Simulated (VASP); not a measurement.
ZnSe, 16 atoms in the cell. The cell holds a wire or tube with vacuum around it, 16 atoms: a = 17.400 Å, b = 17.700 Å, c = 4.089 Å, α = 90.00°, β = 90.00°, γ = 90.00°. 

```yaml
Program: VASP 6.6.1
Task: single point
Functional: PBE
Potentials_or_basis: VASP PAW PBE potentials, release 64 (Zn, Se)
Cutoff: 520 eV
k_mesh: 1 × 1 × 11
Occupations: gaussian, width 0.05 eV
Spin: no spin polarisation
Dipole_correction: no
Further_INCAR_settings: LREAL = Auto; ALGO = Normal; EDIFF = 1e-06; NBANDS = 86
```

Potentials or basis: VASP PAW PBE potentials, release 64 (Zn, Se).

Command:

```console
$ cat potpaw_PBE.64/Zn/POTCAR potpaw_PBE.64/Se/POTCAR > POTCAR
$ mpirun -np 1 vasp_std > vasp.out
```

Hardware: 1 thread of Intel Xeon 8259CL, with other jobs on the host.

Task: How long does it take, and how much memory?

Result: Run time: 48 min on 1 thread of Intel Xeon 8259CL (shared host), peak memory 1.2 GiB. Counts: scf iterations 24, k points 6.
